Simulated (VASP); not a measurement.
Crystal: Mg.

```xyz
2
Lattice="3.2093 0.0000 0.0000 -1.6046 2.7793 0.0000 0.0000 0.0000 5.2103" Properties=species:S:1:pos:R:3 pbc="T T T"
Mg    0.0000    1.8529    1.3026
Mg    1.6047    0.9264    3.9077
```

```yaml
Program: VASP 6.6.1
Task: relaxation of volume and atoms at fixed shape
Functional: LDA
Potentials_or_basis: VASP PAW LDA potentials, release 64 (Mg_sv)
Cutoff: 840 eV
k_mesh: 6 × 6 × 4
Occupations: fermi-dirac, width 0.05 eV
Spin: no spin polarisation
```

At the start: pressure -2.8 GPa; volume 23.24 Å³/atom.

Task: How do energy, volume and symmetry change on relaxing?

Result: Over 3 steps the energy falls by 15.1 meV/atom and the volume is 21.57 Å³/atom (-7.2 %); space group P6_3/mmc (No. 194, to 0.1 Å) before and after.

The path:
```tsv
step	energy change (eV)	largest force (eV/Å)	pressure (GPa)	volume (Å³)
1	0.0000	0.0000	-2.79	46.47
2	-0.0289	0.0000	-0.62	43.80
3	-0.0301	0.0000	0.02	43.14
```

Final structure:
```
Mg
1.0
     3.13060    0.00000    0.00000
    -1.56530    2.71118    0.00000
     0.00000    0.00000    5.08253
Mg
2
Direct
  0.33333 0.66667 0.25000
  0.66667 0.33333 0.75000
```

Caveat: the k points lie up to 0.39 Å⁻¹ apart in the final cell, too coarse for converged energies and pressures of a metal.
